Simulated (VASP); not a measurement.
# Ge (P6_3/mmc) in VASP: a series of runs

Runs on Ge. Level: PBEsol. Tasks: single point, relaxation of cell and atoms.

Program: VASP 6.6.1. These are calculated values, not measurements. Logs are shortened: lines on timing, memory, paths and dates and some standing lists are left out, and cuts for length are marked.

## Step 1: The cell of the first run

Symmetry: P6_3/mmc, No. 194, hexagonal system. The conventional cell has a = 3.998 Å, b = 3.998 Å, c = 6.590 Å, α = 90.00°, β = 90.00°, γ = 120.00°. Within 3.2 Å of Ge (site symmetry 3m) lie 4 Ge at 2.45 to 2.47 Å.

This isn't the form of Ge at room conditions, which is diamond.

## Step 2: Single point, PBEsol

The input, INCAR:

```
SYSTEM = Ge
PREC = Accurate ; ENCUT = 500
EDIFF = 1E-6 ; ISMEAR = 0
SIGMA = 0.01 ; LREAL = .FALSE.
LASPH = .TRUE. ; NELM = 120
ALGO = Normal ; ISIF = 2
LWAVE = .FALSE. ; LCHARG = .FALSE.
GGA = PS ; NBANDS = 36
GGA_COMPAT = .FALSE.
```

The input, KPOINTS:

```
Automatic mesh
0
G
  10 10 6
  0 0 0
```

The input, POSCAR:

```
Ge
1.0
    3.9980861915      0.0000000000      0.0000000000
   -1.9990430957      3.4624442083      0.0000000000
    0.0000000000      0.0000000000      6.5898031617
Ge
4
Direct
    0.3333333333      0.6666666667      0.0627763720
    0.6666666667      0.3333333333      0.5627763720
    0.6666666667      0.3333333333      0.9372236280
    0.3333333333      0.6666666667      0.4372236280
```

Potentials or basis: VASP PAW PBE potentials, release 64 (Ge_d).

Run with:

```bash
$ cat potpaw_PBE.64/Ge_d/POTCAR > POTCAR
$ mpirun -np 1 vasp_std > vasp.out
```

OUTCAR:

```text
SYSTEM = Ge
   PREC = Accurate
   ENCUT = 500
   EDIFF = 1E-6
   ISMEAR = 0
   LREAL = .FALSE.
   LASPH = .TRUE.
   NELM = 120
   ISIF = 2
   GGA = PS

 ion  position               nearest neighbor table
   1  0.333  0.667  0.063-   3 2.45   3 2.45   3 2.45   4 2.47
   2  0.667  0.333  0.563-   4 2.45   4 2.45   4 2.45   3 2.47
   3  0.667  0.333  0.937-   1 2.45   1 2.45   1 2.45   2 2.47
   4  0.333  0.667  0.437-   2 2.45   2 2.45   2 2.45   1 2.47

  LATTYP: Found a hexagonal cell.
 ALAT       =     3.9980861915
 C/A-ratio  =     1.6482393941

  Lattice vectors:

 A1 = (   3.9980861915,   0.0000000000,   0.0000000000)
 A2 = (  -1.9990430957,   3.4624442083,   0.0000000000)
 A3 = (   0.0000000000,   0.0000000000,   6.5898031617)

Analysis of symmetry for initial positions (statically):
=====================================================================
 Subroutine PRICEL returns:
 Original cell was already a primitive cell.

 Routine SETGRP: Setting up the symmetry group for a
 hexagonal supercell.

 Subroutine GETGRP returns: Found 24 space group operations
 (whereof 12 operations were pure point group operations)
 out of a pool of 24 trial point group operations.

The static configuration has the point symmetry D_3d.
 The point group associated with its full space group is D_6h.

Analysis of symmetry for dynamics (positions and initial velocities):
=====================================================================
 Subroutine PRICEL returns:
 Original cell was already a primitive cell.

 Routine SETGRP: Setting up the symmetry group for a
 hexagonal supercell.

 Subroutine GETGRP returns: Found 24 space group operations
 (whereof 12 operations were pure point group operations)
 out of a pool of 24 trial point group operations.

The dynamic configuration has the point symmetry D_3d.
 The point group associated with its full space group is D_6h.

 Subroutine INISYM returns: Found 24 space group operations
 (whereof 12 operations are pure point group operations),
 and found     1 'primitive' translations

----------------------------------------------------------------------------------------

                                     Primitive cell

  volume of cell :      91.2236

  direct lattice vectors                    reciprocal lattice vectors
     3.998086192  0.000000000  0.000000000     0.250119670  0.144406659  0.000000000
    -1.999043096  3.462444208  0.000000000     0.000000000  0.288813318  0.000000000
     0.000000000  0.000000000  6.589803162     0.000000000  0.000000000  0.151749601

  length of vectors
     3.998086192  3.998086191  6.589803162     0.288813318  0.288813318  0.151749601

  position of ions in fractional coordinates (direct lattice)
     0.333333333  0.666666667  0.062776372
     0.666666667  0.333333333  0.562776372
     0.666666667  0.333333333  0.937223628
     0.333333333  0.666666667  0.437223628

  ion indices of the primitive-cell ions
   primitive index   ion index
                 1           1
                 2           2
                 3           3
                 4           4

----------------------------------------------------------------------------------------

 KPOINTS: Automatic mesh

Automatic generation of k-mesh.
 Grid dimensions read from file:
 generate k-points for:   10   10    6

 Generating k-lattice:

  Cartesian coordinates                     Fractional coordinates (reciprocal lattice)
     0.025011967  0.014440666  0.000000000     0.100000000  0.000000000  0.000000000
     0.000000000  0.028881332  0.000000000     0.000000000  0.100000000  0.000000000
     0.000000000  0.000000000  0.025291600     0.000000000  0.000000000  0.166666667

  Length of vectors
     0.028881332  0.028881332  0.025291600

  Shift w.r.t. Gamma in fractional coordinates (k-lattice)
     0.000000000  0.000000000  0.000000000

 Subroutine IBZKPT returns following result:
 ===========================================

 Found     56 irreducible k-points:

 Following reciprocal coordinates:
            Coordinates               Weight
  0.000000  0.000000  0.000000      1.000000
  0.100000  0.000000  0.000000      6.000000
  0.200000  0.000000  0.000000      6.000000
  0.300000 -0.000000  0.000000      6.000000
  0.400000  0.000000  0.000000      6.000000
  0.500000  0.000000  0.000000      3.000000
[... 16 lines left out ...]
  0.300000  0.100000  0.166667     24.000000
  0.400000  0.100000  0.166667     24.000000
 [... further k-points ...]
   k-points           NKPTS =     56   k-points in BZ     NKDIM =     56   number of bands    NBANDS=     36
   number of dos      NEDOS =    301   number of ions     NIONS =      4
   total plane-waves  NPLWV =  43200
   dimension x,y,z NGX =    30 NGY =   30 NGZ =   48
   dimension x,y,z NGXF=    60 NGYF=   60 NGZF=   96
   ions per type =               4
   NGX,Y,Z   is equivalent  to a cutoff of  12.47, 12.47, 12.11 a.u.
   NGXF,Y,Z  is equivalent  to a cutoff of  24.95, 24.95, 24.22 a.u.
 SYSTEM =  Ge
   PREC   = accura    normal or accurate (medium, high low for compatibility)
   ISTART =      0    job   : 0-new  1-cont  2-samecut
   ICHARG =      2    charge: 1-file 2-atom 10-const
   ISPIN  =      1    spin polarized calculation?
   LNONCOLLINEAR =      F non collinear calculations
   LSORBIT =      F    spin-orbit coupling
   LASPH  =      T    aspherical Exc in radial PAW
   ENCUT  =  500.0 eV  36.75 Ry    6.06 a.u.   7.29  7.29 12.01*2*pi/ulx,y,z
   NELM   =    120;   NELMIN=  2; NELMDL= -5     # of ELM steps
   EDIFF  = 0.1E-05   stopping-criterion for ELM
   LREAL  =      F    real-space projection
   EDIFFG = 0.1E-04   stopping-criterion for IOM
   NSW    =      0    number of steps for IOM
   IBRION =     -1    ionic relax: 0-MD 1-quasi-New 2-CG
   NFREE  =      0    steps in history (QN), initial steepest desc. (CG)
   ISIF   =      2    stress and relaxation
   ISYM   =      2    0-nonsym 1-usesym 2-fastsym
   POTIM  = 0.5000    time-step for ionic-motion
   TEBEG  =    0.0;   TEEND  =   0.0 temperature during run
   PSTRESS=    0.0 pullay stress
   NELECT =      56.0000    total number of electrons
   NUPDOWN=      -1.0000    fix difference up-down
   EMIN   =  10.00;   EMAX   =-10.00  energy-range for DOS
   EFERMI =   0.00;   METHOD = LEGACY
   ISMEAR =     0;   SIGMA  =   0.01  broadening in eV -4-tet -1-fermi 0-gaus
   EFERMI_NEDOS =   21; number of points for ismear=-14 and -15
   IALGO  =     38    algorithm
   IMIX   =      4    mixing-type and parameters
     AMIX     =   0.40;   BMIX     =  1.00
     AMIX_MAG =   1.60;   BMIX_MAG =  1.00
  volume/ion in A,a.u.               =      22.81       153.90
  Fermi-wavevector in a.u.,A,eV,Ry     =   1.391346  2.629262 26.338741  1.935843
  Thomas-Fermi vector in A             =   2.515194
   LORBIT       =      0    0 simple, 1 ext, 2 COOP (PROOUT), +10 PAW based schemes
   GGA     = PS    functional components
   LHFCALC =     F    Hartree Fock is set to
   AEXX    =    0.0000 exact exchange contribution
   IVDW    =     0    specifies the selected vdW correction
   LEPSILON=     F    determine dielectric tensor
   LRPA    =     F    only Hartree local field effects (RPA)
 non-spin polarized calculation
 Gauss-broadening in eV      SIGMA  =   0.01
  energy-cutoff  :      500.00
  volume of cell :       91.22
 maximum number of plane-waves:      2364
 NGX is ok and might be reduce to    30
   NGX = 15   NGY = 15   NGZ = 25

 number of electron      56.0000074 magnetization

 Free energy of the ion-electron system (eV)
  ---------------------------------------------------
  ext. energy  EPLUGINS =         0.00000000
  ---------------------------------------------------
  free energy    TOTEN  =       -19.68207724 eV

  energy without entropy =      -19.68204191  energy(sigma->0) =      -19.68205958

 E-fermi :   4.7865     XC(G=0): -10.0884

 val. band max:        4.7797446097   @ k =   0.0000   0.0000   0.1667
 cond. band min:       4.8166470385   @ k =   0.0000   0.0000   0.0000
 fundamental gap:      0.0369024287
 Fermi energy:         4.7864939760

 k-point     1 :       0.0000    0.0000    0.0000
  band No.  band energies     occupation
      1     -20.0025      2.00000
      2     -20.0025      2.00000
      3     -19.9650      2.00000
      4     -19.9640      2.00000
      5     -19.9640      2.00000
      6     -19.9511      2.00000
[... 28 lines left out ...]
     35       9.3799      0.00000
     36      10.7840      0.00000

 k-point     2 :       0.1000    0.0000    0.0000
  band No.  band energies     occupation
      1     -20.0090      2.00000
      2     -20.0046      2.00000
      3     -19.9712      2.00000
      4     -19.9676      2.00000
      5     -19.9641      2.00000
      6     -19.9433      2.00000
[... 28 lines left out ...]
     35       9.8193      0.00000
     36      11.1907      0.00000

 k-point     3 :       0.2000    0.0000    0.0000
  band No.  band energies     occupation
      1     -20.0182      2.00000
      2     -20.0085      2.00000
      3     -19.9821      2.00000
      4     -19.9748      2.00000
      5     -19.9622      2.00000
      6     -19.9332      2.00000
[... 28 lines left out ...]
     35      10.3877      0.00000
     36      10.9143      0.00000

 k-point     4 :       0.3000   -0.0000    0.0000
  band No.  band energies     occupation
      1     -20.0223      2.00000
      2     -20.0111      2.00000
      3     -19.9929      2.00000
      4     -19.9809      2.00000
      5     -19.9558      2.00000
      6     -19.9261      2.00000
[... 28 lines left out ...]
     35      11.7429      0.00000
     36      11.7598      0.00000

 k-point     5 :       0.4000    0.0000    0.0000
  band No.  band energies     occupation
      1     -20.0206      2.00000
      2     -20.0120      2.00000
      3     -20.0029      2.00000
      4     -19.9846      2.00000
      5     -19.9457      2.00000
      6     -19.9225      2.00000
[... 655 lines left out ...]
 k-point    22 :       0.2000    0.1000    0.1667
  band No.  band energies     occupation
      1     -20.0176      2.00000
      2     -20.0117      2.00000
      3     -19.9858      2.00000
      4     -19.9851      2.00000
      5     -19.9580      2.00000
      6     -19.9291      2.00000
[... 28 lines left out ...]
     35      11.0005      0.00000
     36      11.5947      0.00000

 k-point    23 :       0.3000    0.1000    0.1667
  band No.  band energies     occupation
      1     -20.0187      2.00000
      2     -20.0137      2.00000
      3     -19.9955      2.00000
      4     -19.9912      2.00000
      5     -19.9466      2.00000
      6     -19.9187      2.00000
[... 28 lines left out ...]
     35      11.5656      0.00000
     36      11.9441      0.00000

 k-point    24 :       0.4000    0.1000    0.1667
  band No.  band energies     occupation
      1     -20.0164      2.00000
      2     -20.0135      2.00000
      3     -20.0041      2.00000
      4     -19.9942      2.00000
      5     -19.9345      2.00000
      6     -19.9111      2.00000
[... 28 lines left out ...]
     35      12.9130      0.00000
     36      13.1943      0.00000

 [... further k-points ...]
[... 5 lines left out ...]
  --------------------------------------------------------------------------------------
  -------------------------------------------------------------------------------------
  Total       -0.0960773     -0.0960773     -0.0798306     -0.0000000      0.0000000      0.0000000
  in kB       -1.6874232     -1.6874232     -1.4020799     -0.0000000      0.0000000      0.0000000
  external PRESSURE =      -1.5923088 kB  Pullay stress =       0.0000000 kB

 VOLUME and BASIS-vectors are now :
 -----------------------------------------------------------------------------
  energy-cutoff  :      500.00
  volume of cell :       91.22
      direct lattice vectors                 reciprocal lattice vectors
     3.998086192  0.000000000  0.000000000     0.250119670  0.144406659  0.000000000
    -1.999043096  3.462444208  0.000000000     0.000000000  0.288813318  0.000000000
     0.000000000  0.000000000  6.589803162     0.000000000  0.000000000  0.151749601

 POSITION                                       TOTAL-FORCE (eV/Angst)
 -----------------------------------------------------------------------------------
     -0.00000      2.30830      0.41368         0.000000      0.000000     -0.001237
      1.99904      1.15415      3.70859        -0.000000     -0.000000     -0.001237
      1.99904      1.15415      6.17612         0.000000      0.000000      0.001237
     -0.00000      2.30830      2.88122         0.000000      0.000000      0.001237
 -----------------------------------------------------------------------------------
    total drift:                               -0.000000      0.000000     -0.000000

  FREE ENERGIE OF THE ION-ELECTRON SYSTEM (eV)
  ---------------------------------------------------
  free  energy   TOTEN  =       -19.6820772432 eV

  energy  without entropy=      -19.6820419136  energy(sigma->0) =      -19.68205958
```

Wall time 78 s (1 thread of AMD EPYC 9R45 (Zen 5), shared host); peak memory 0.24 GiB.

What came out:

```yaml
Free_energy: -19.6821 eV
Pressure: -0.2 GPa
Band_gap_on_the_k_mesh: zero (bands 28 and 29 overlap by 0.04 eV)
```

Caveat: semilocal functionals underestimate gaps, so a narrow gap can read as zero; the PAW data sets were made with another functional, which shifts forces and pressure a little.

## Step 3: Single point, PBEsol

The input, INCAR:

```
  PREC = Accurate
  ENCUT = 500
  EDIFF = 1E-6
  ISMEAR = 0
  SIGMA = 0.01
  LREAL = F
  LASPH = T
  NELM = 120
  ALGO = Normal
  ISIF = 2
  LWAVE = F
  LCHARG = T
  GGA = PS
  LELF = T
  LVHAR = T
  NBANDS = 36
  GGA_COMPAT = F
```

The input, KPOINTS:

```
Automatic mesh
0
Gamma
  10 10 6
```

POSCAR is that of step 2.

Potentials or basis: VASP PAW PBE potentials, release 64 (Ge_d).

Run with:

```bash
$ cat potpaw_PBE.64/Ge_d/POTCAR > POTCAR
$ mpirun -np 1 vasp_std > vasp.out
```

Run time: 80 s. Hardware: 1 thread of AMD EPYC 9R45 (Zen 5), shared host; peak memory 0.24 GiB.

It converged, with:

```
Free energy            : -19.6821 eV
Pressure               : -0.2 GPa
Band gap on the k mesh : zero (bands 28 and 29 overlap by 0.04 eV)
```

Levels at points of the mesh, in eV from the Fermi level:
```tsv
k point	band 25	band 26	band 27	band 28	band 29	band 30	band 31	band 32
(0.00, 0.00, 0.00)	-1.44	-0.10	-0.10	0.03	0.17	0.17	2.29	2.29
(0.50, 0.00, 0.00)	-4.56	-3.03	-2.79	-1.39	0.51	1.67	3.55	3.73
(0.00, 0.00, 0.50)	-0.81	-0.81	-0.81	-0.81	0.68	0.68	3.40	3.40
(0.50, 0.00, 0.50)	-2.50	-2.50	-2.37	-2.37	0.53	0.53	2.11	2.11
```

Caveat: semilocal functionals underestimate gaps, so a narrow gap can read as zero; the PAW data sets were made with another functional, which shifts forces and pressure a little.

## Step 4: Relaxation of cell and atoms, PBEsol

This run uses another cell than the first one, of 22.68 Å³/atom.

The input, INCAR:

```
ALGO = Normal
EDIFF = 1E-7
EDIFFG = -0.002
ENCUT = 500
GGA = PS
GGA_COMPAT = F
IBRION = 2
ISIF = 3
ISMEAR = 0
LASPH = T
LCHARG = F
LREAL = F
LWAVE = F
NELM = 120
NELMIN = 4
NSW = 80
PREC = Accurate
SIGMA = 0.01
```

The input, KPOINTS:

```
k-points
0
Gamma
  10 10 6
```

The input, POSCAR:

```
Ge
1.0
    3.9900000000      0.0000000000      0.0000000000
   -1.9950000000      3.4554413611      0.0000000000
    0.0000000000      0.0000000000      6.5800000000
Ge
4
Direct
    0.3333333333      0.6666666667      0.0625000000
    0.6666666667      0.3333333333      0.5625000000
    0.6666666667      0.3333333333      0.9375000000
    0.3333333333      0.6666666667      0.4375000000
```

Run with:

```bash
$ cat potpaw_PBE.64/Ge_d/POTCAR > POTCAR
$ mpirun -np 1 vasp_std > vasp.out
```

Run time: 8.4 min. Hardware: 1 thread of AMD EPYC 9R45 (Zen 5), shared host; peak memory 0.24 GiB.

Results (log left out):

| Quantity | Value |
| --- | --- |
| Free energy | -19.6818 eV |
| Relaxed volume | 22.76 Å³/atom |
| Relaxed cell | a = 3.995 Å, b = 3.995 Å, c = 6.588 Å, α = 90.00°, β = 90.00°, γ = 120.00° |
| Space group after relaxing (to 0.1 Å) | P6_3/mmc (No. 194) |
| Energy gained by relaxing | 0.1 meV/atom |
| Ionic steps | 13 |
| Pressure after relaxing | 0.0 GPa |
| Band gap on the k mesh | zero (bands 28 and 29 overlap by 0.04 eV) |

Step by step:
```tsv
step	energy change (eV)	largest force (eV/Å)	pressure (GPa)	volume (Å³)
1	0.0000	0.0475	0.26	90.72
2	-0.0003	0.0198	-0.12	91.20
3	-0.0004	0.0034	0.01	91.03
4	-0.0004	0.0022	0.00	91.04
5	-0.0004	0.0031	0.03	91.05
6	-0.0004	0.0041	0.02	91.07
7	-0.0004	0.0042	-0.01	91.07
8	-0.0004	0.0038	-0.01	91.06
9	-0.0004	0.0036	-0.03	91.06
10	-0.0004	0.0002	0.04	91.02
11	-0.0004	0.0017	-0.04	91.04
12	-0.0004	0.0005	0.02	91.03
13	-0.0004	0.0011	0.00	91.03
```

Final structure:
```
CELL_PARAMETERS angstrom
3.99458 0.00000 0.00000
-1.99729 3.45941 0.00000
0.00000 0.00000 6.58750
ATOMIC_POSITIONS crystal
Ge 0.33333 0.66667 0.06280
Ge 0.66667 0.33333 0.56280
Ge 0.66667 0.33333 0.93720
Ge 0.33333 0.66667 0.43720
```

Levels at points of the mesh, in eV from the Fermi level:
```csv
k point,band 26,band 27,band 28,band 29,band 30,band 31
"(0.00, 0.00, 0.00)",-0.10,-0.09,0.04,0.17,0.17,2.29
"(0.50, 0.00, 0.00)",-3.04,-2.80,-1.40,0.50,1.67,3.55
"(0.00, 0.00, 0.50)",-0.82,-0.82,-0.82,0.69,0.69,3.40
"(0.50, 0.00, 0.50)",-2.51,-2.38,-2.38,0.52,0.52,2.10
```

Caveat: semilocal functionals underestimate gaps, so a narrow gap can read as zero; the PAW data sets were made with another functional, which shifts forces and pressure a little.
